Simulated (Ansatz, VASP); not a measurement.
## Si2W in VASP and in Ansatz

File POSCAR:

```
Si2W
1.0
    4.6168523821      0.0000000000      0.0000000000
   -2.3084261911      3.9983114484      0.0000000000
    0.0000000000      0.0000000000      6.6532220000
Si W
6 3
Direct
    0.8363740000      0.6727480000      0.5000000000
    0.1636260000      0.8363740000      0.8333333300
    0.6727480000      0.8363740000      0.1666666700
    0.1636260000      0.3272520000      0.5000000000
    0.8363740000      0.1636260000      0.8333333300
    0.3272520000      0.1636260000      0.1666666700
    0.0000000000      0.5000000000      0.1666666700
    0.5000000000      0.5000000000      0.8333333300
    0.5000000000      0.0000000000      0.5000000000
```

Contents of INCAR.step1:

```
ALGO = Normal
EDIFF = 1E-4
ENCUT = 520
GGA = PE
ISMEAR = 0
LASPH = T
LCHARG = F
LREAL = F
LWAVE = T
NBANDS = 43
NELM = 60
PREC = Accurate
SIGMA = 0.05
```

The input INCAR.step2:

```
ALGO = Normal
EDIFF = 1E-6
ENCUT = 520
ISIF = 2
ISMEAR = 0
ISTART = 1
LASPH = T
LCHARG = F
LMIXTAU = T
LREAL = F
LWAVE = F
METAGGA = R2SCAN
NBANDS = 43
NELM = 60
PREC = Accurate
SIGMA = 0.05
```

The input KPOINTS:

```
k-points
0
Gamma
  9 9 6
```

Input for Ansatz:

```yaml
crystal:
  lattice:
    - [4.6168523821, 0.0, 0.0]
    - [-2.3084261911, 3.9983114484, 0.0]
    - [0.0, 0.0, 6.653222]
  atoms:
    - { symbol: Si, position: [0.836374, 0.672748, 0.5] }
    - { symbol: Si, position: [0.163626, 0.836374, 0.83333333] }
    - { symbol: Si, position: [0.672748, 0.836374, 0.16666667] }
    - { symbol: Si, position: [0.163626, 0.327252, 0.5] }
    - { symbol: Si, position: [0.836374, 0.163626, 0.83333333] }
    - { symbol: Si, position: [0.327252, 0.163626, 0.16666667] }
    - { symbol: W, position: [0.0, 0.5, 0.16666667] }
    - { symbol: W, position: [0.5, 0.5, 0.83333333] }
    - { symbol: W, position: [0.5, 0.0, 0.5] }
basis:
  ecutwfc: 500
  fft_grid_basis: typed
kpoints:
  mp_grid: { grid: [9, 9, 6] }
hamiltonian:
  xc: r2scan
  pseudopotentials: { kind: paw }
scf:
  occupations: { method: gaussian, width: 0.05 }
output:
  forces: true
  stress: true
  eigenvalues: true
  bader: true
  write_density: true
  volumetric_format: npy
```

Alike in both runs: task single point; functional r2SCAN; k mesh 9 × 9 × 6; occupations gaussian, width 0.05 eV; no spin polarisation.

|  | VASP | Ansatz |
| --- | --- | --- |
| version | VASP 6.6.1 | Ansatz 0.2.0 |
| potentials or method | VASP PAW PBE potentials, release 64 (Si, W_sv), cutoff 520 eV | scalar-relativistic, plane waves, PAW |
| valence electrons in the cell | 66 | 66 |

```csv
,VASP,Ansatz,Ansatz less VASP
gap on the k mesh at the Fermi level (eV),0.25,0.25,-0.002
pressure (GPa),-4.9,-5.2,-0.25
```

VASP's potentials were made for PBE, not for r2SCAN.

Neither program's run includes spin-orbit coupling.
